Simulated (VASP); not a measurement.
# BaTe: single point with PBEsol

Crystal: BaTe.

```
CELL_PARAMETERS angstrom
0.00000 3.47140 3.47140
3.47140 0.00000 3.47140
3.47140 3.47140 0.00000
ATOMIC_POSITIONS crystal
Ba 0.00000 0.00000 0.00000
Te 0.51039 0.51039 0.51039
```

This cell differs from its parent crystal: all Te atoms moved +0.125 Å, as atom 2 along Cartesian [1 1 1].

```json
{"Program": "VASP 6.6.1", "Task": "single point", "Functional": "PBEsol", "Potentials or basis": "VASP PAW PBE potentials, release 64 (Ba_sv, Te)", "Cutoff": "520 eV", "k mesh": "8 × 8 × 8", "Occupations": "gaussian, width 0.05 eV", "Spin": "no spin polarisation", "Dipole correction": "no", "Further INCAR settings": "ALGO = Normal; EDIFF = 1e-06; NBANDS = 15"}
```

| Property | Result |
| --- | --- |
| Pressure | 0.5 GPa |
| Largest force | 0.292 eV/Å |
| Band gap on the k mesh | 1.44 eV, indirect (least direct gap 1.81 eV) |

Forces on the atoms (eV/Å):
```
Ba   0.169  0.169  0.169
Te  -0.169 -0.169 -0.169
```

Levels at points of the mesh, in eV from the valence-band top:
| k point | band 6 | band 7 | band 8 | band 9 | band 10 | band 11 |
| --- | --- | --- | --- | --- | --- | --- |
| (0.00, 0.00, 0.00) | 0.00 | 0.00 | 0.00 | 2.87 | 2.88 | 2.88 |
| (0.50, 0.00, 0.00) | -2.33 | -1.17 | -1.16 | 4.10 | 4.77 | 4.91 |
| (0.50, 0.50, 0.50) | -2.33 | -1.18 | -1.18 | 4.12 | 4.82 | 4.92 |
| (0.50, 0.50, 0.00) | -1.13 | -0.39 | -0.37 | 1.44 | 4.49 | 4.66 |

Wall time 90 s on 1 thread of AMD EPYC 7R43 64-Core Processor (Zen 3), with other jobs on the host, peak memory 0.25 GiB.

Caveat: the cell differs from its parent crystal (all Te atoms moved +0.125 Å, as atom 2 along Cartesian [1 1 1]); the PAW data sets were made with another functional, which shifts forces and pressure a little; spin-orbit coupling is left out, which moves the levels of the heavy elements. A k mesh can miss the band edges.
